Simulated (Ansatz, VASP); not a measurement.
# Two plane-wave programs on Si3Mo

```xyz
4
Lattice="-1.8829 1.8829 4.2060 1.8829 -1.8829 4.2060 1.8829 1.8829 -4.2060" Properties=species:S:1:pos:R:3 pbc="T T T"
Si    0.0000    0.0000    4.2060
Si    1.8829    0.0000    2.1030
Si    0.0000    1.8829    2.1030
Mo    0.0000    0.0000    0.0000
```

Alike in both runs: task single point; functional PBE; k mesh 6 × 6 × 6; occupations gaussian, width 0.1 eV; no spin polarisation.

|  | VASP | Ansatz |
| --- | --- | --- |
| version | VASP 6.6.1 | Ansatz 0.2.0 |
| potentials or method | VASP PAW PBE potentials, release 64 (Si, Mo_sv), cutoff 520 eV | scalar-relativistic, plane waves, PAW |
| valence electrons in the cell | 26 | 26 |

```csv
,VASP,Ansatz,Ansatz less VASP
gap on the k mesh at the Fermi level (eV),none,none,-
pressure (GPa),-8.6,-8.6,-0.06
"traceless stress, the component that is largest in VASP (GPa)",-3.94,-3.96,-0.012
```

A gap of «none» marks a metal or a gap that the smearing closes.

The k mesh is coarse, so the values compare programs but aren't converged.
